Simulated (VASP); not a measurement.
Here is a VASP 6.6.1 calculation.

File INCAR:

```
PREC = Accurate
ENCUT = 520
EDIFF = 1E-7
ISMEAR = 0
SIGMA = 0.15
LREAL = F
LASPH = T
NELM = 80
ALGO = Fast
ISIF = 2
LWAVE = F
LCHARG = F
GGA = PS
NBANDS = 32
```

File KPOINTS:

```
regular mesh
0
Gamma
  17 17 5
```

The input POSCAR:

```
Ti
1.0
   -1.6410000000      1.6410000000     -1.6410000000
   -1.6410000000     -1.6410000000      1.6410000000
    0.0000000000      6.7407766953      6.7407766953
Ti
4
Direct
    0.0000000000      0.0000000000      0.8520531475
    0.5000000000      0.5000000000      0.1217218782
    0.0000000000      0.0000000000      0.3651656347
    0.5000000000      0.5000000000      0.6086093911
```

Potentials or basis: VASP PAW PBE potentials, release 64 (Ti_sv).

Launch:

```console
$ cat potpaw_PBE.64/Ti_sv/POTCAR > POTCAR
$ mpirun -np 1 vasp_std > vasp.out
```

Task: Predict the band gap on the k mesh.

Result: Zero (bands 24 and 25 overlap by 1.21 eV).

Task: Predict the largest force.

Result: 0.146 eV/Å.

Forces in eV/Å, atoms in the order of the input:
```
Ti   0.000  0.088  0.088
Ti   0.000 -0.088 -0.088
Ti   0.000 -0.103 -0.103
Ti   0.000  0.103  0.103
```

Caveat: the cell differs from its parent crystal (the distance across one plane changed); the cell stands under tension; the PAW data sets were made with another functional, which shifts forces and pressure a little.
